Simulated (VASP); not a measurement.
**TiH: single point with r2SCAN**

Crystal: TiH.

```xyz
2
Lattice="0.0000 2.0869 2.0869 2.0869 0.0000 2.0869 2.0869 2.0869 0.0000" Properties=species:S:1:pos:R:3 pbc="T T T"
Ti    0.0000    0.0000    0.0000
H     2.0869    2.0869    2.0869
```

```
Program                : VASP 6.6.1
Task                   : single point
Functional             : r2SCAN
Potentials or basis    : VASP PAW PBE potentials, release 64 (Ti_sv, H)
Cutoff                 : 520 eV
k mesh                 : 22 × 22 × 22
Occupations            : gaussian, width 0.1 eV
Spin                   : no spin polarisation
Dipole correction      : no
Further INCAR settings : ALGO = Normal; EDIFF = 1e-06; NBANDS = 14
```

* Pressure: 0.6 GPa

Levels at points of the mesh, in eV from the Fermi level:
```
           k point  band 4  band 5  band 6  band 7  band 8  band 9
(0.00, 0.00, 0.00)  -33.95  -10.13    0.71    0.71    0.71    2.53
(0.50, 0.00, 0.00)  -34.03   -5.58   -3.34    0.45    0.45    3.51
(0.50, 0.50, 0.00)  -34.18   -7.23   -2.03    1.49    3.61    3.76
```

Wall time 110 s on 1 thread of Intel(R) Xeon(R) 6975P-C (Granite Rapids), on a shared host, peak memory 0.21 GiB.

Caveat: the PAW data sets were made with another functional, which shifts forces and pressure a little.
